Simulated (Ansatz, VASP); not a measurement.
# One calculation of ZrB2, two programs

```
CELL_PARAMETERS angstrom
3.18819 0.00000 0.00000
-1.59409 2.76105 0.00000
0.00000 0.00000 3.57611
ATOMIC_POSITIONS crystal
Zr 0.00000 0.00000 0.00000
B 0.33333 0.66667 0.50000
B 0.66667 0.33333 0.50000
```

Alike in both runs: functional r2SCAN; k mesh 12 × 12 × 10; occupations fermi-dirac, width 0.1 eV; no spin polarisation.

Ansatz relaxed the structure, and its values are those at the end. VASP's run is a single point on that final structure, the one shown.

|  | VASP | Ansatz |
| --- | --- | --- |
| version | VASP 6.6.1 | Ansatz 0.2.0 |
| potentials or method | VASP PAW PBE potentials, release 64 (Zr_sv, B), cutoff 520 eV | PAW plane waves |
| valence electrons in the cell | 18 | 18 |

```tsv
	VASP	Ansatz	Ansatz less VASP
pressure (GPa)	-4.6	-4.6	-0.03
```

VASP's potentials were made for PBE, not for r2SCAN. With one functional, cell and mesh, what is left measures potentials, basis and numerics. Ansatz's warnings: stress scf threshold loose.
